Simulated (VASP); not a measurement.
Write the native input for VASP 6.6.1 that does the following.

```
Task                   : single point
Functional             : PBE
Potentials or basis    : VASP PAW PBE potentials, release 64 (Mg, W_sv)
Cutoff                 : 520 eV
k mesh                 : 6 × 6 × 5
Occupations            : gaussian, width 0.2 eV
Spin                   : no spin polarisation
Dipole correction      : no
Further INCAR settings : ALGO = Normal; EDIFF = 1e-06; NBANDS = 15
```

The structure of MgW lies in POSCAR:

```
MgW
1.0
    2.7103469281      0.0000000000      0.0000000000
    0.0000000000      2.7103469281      0.0000000000
    0.0000000000      0.0000000000      4.6449234225
Mg W
1 1
Direct
    0.0000000000      0.0000000000      0.0000000000
    0.5000000000      0.5000000000      0.5000000000
```

The cell was generated, and may not be a known phase.

These files were run (other wordings do the same):

INCAR

```
ALGO = Normal ; EDIFF = 1E-6
ENCUT = 520 ; GGA = PE
ISIF = 2 ; ISMEAR = 0
LASPH = T ; LCHARG = T
LELF = T ; LREAL = F
LVHAR = T ; LWAVE = F
NBANDS = 15 ; NELM = 80
PREC = Accurate ; SIGMA = 0.2
```

KPOINTS

```
k-points
0
Gamma
  6 6 5
```

Potentials or basis: VASP PAW PBE potentials, release 64 (Mg, W_sv).

The run is started by

```bash
$ cat potpaw_PBE.64/Mg/POTCAR potpaw_PBE.64/W_sv/POTCAR > POTCAR
$ mpirun -np 1 vasp_std > vasp.out
```

Results of the run:

- Pressure: 0.2 GPa
- Band gap on the k mesh: zero (bands 8 and 9 overlap by 0.93 eV)

Caveat: the k points lie up to 0.39 Å⁻¹ apart, too coarse for converged energies and pressures of a metal; spin-orbit coupling is left out, which moves the levels of the heavy elements.

It took 24 s on 1 thread of Intel Xeon 8259CL, on a shared host, peak memory 0.15 GiB.
